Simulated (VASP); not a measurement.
Set up this calculation in VASP 6.6.1, as the native input.

| Quantity | Value |
| --- | --- |
| Task | single point |
| Functional | LDA |
| Potentials or basis | VASP PAW LDA potentials, release 64 (Ta_pv, As) |
| Cutoff | 520 eV |
| k mesh | 11 × 11 × 11 |
| Occupations | fermi-dirac, width 0.05 eV |
| Spin | no spin polarisation |
| Dipole correction | no |
| Further INCAR settings | ALGO = Normal; EDIFF = 1e-06; NBANDS = 24 |

The structure of TaAs lies in POSCAR:

```
TaAs
1.0
   -1.7444713995      1.7444713995      5.9451601484
    1.7444713995     -1.7444713995      5.9451601484
    1.7444713995      1.7444713995     -5.9451601484
Ta As
2 2
Direct
    0.4999673000      0.4999673000      0.0000000000
    0.2499673000      0.7499673000      0.5000000000
    0.0826321200      0.0826321200      0.0000000000
    0.8326321200      0.3326321200      0.5000000000
```

The input as run:

INCAR

```
ALGO     = Normal         # electronic algorithm
EDIFF    = 1E-6           # SCF threshold, eV
ENCUT    = 520            # plane-wave cutoff, eV
ISIF     = 2              # what is computed and relaxed
ISMEAR   = -1             # smearing method
LASPH    = True           # aspherical terms in the spheres
LCHARG   = False          # write CHGCAR
LREAL    = False          # projectors in reciprocal space
LWAVE    = False          # write WAVECAR
NBANDS   = 24             # bands
NELM     = 60             # most SCF steps
PREC     = Accurate       # precision mode
SIGMA    = 0.05           # smearing width, eV
```

KPOINTS

```
k-points
0
Gamma
  11 11 11
```

Potentials or basis: VASP PAW LDA potentials, release 64 (Ta_pv, As).

Command:

```bash
$ cat potpaw_LDA.64/Ta_pv/POTCAR potpaw_LDA.64/As/POTCAR > POTCAR
$ mpirun -np 1 vasp_std > vasp.out
```

Results of the run:

```
Pressure               : -12.7 GPa
Largest force          : 0.004 eV/Å
Band gap on the k mesh : zero (filled and empty bands touch)
```

Caveat: the cell stands under tension; spin-orbit coupling is left out, which moves the levels of the heavy elements.

Wall time 2.7 min on 1 thread of Intel(R) Xeon(R) 6975P-C (Granite Rapids), with other jobs on the host, peak memory 0.39 GiB.
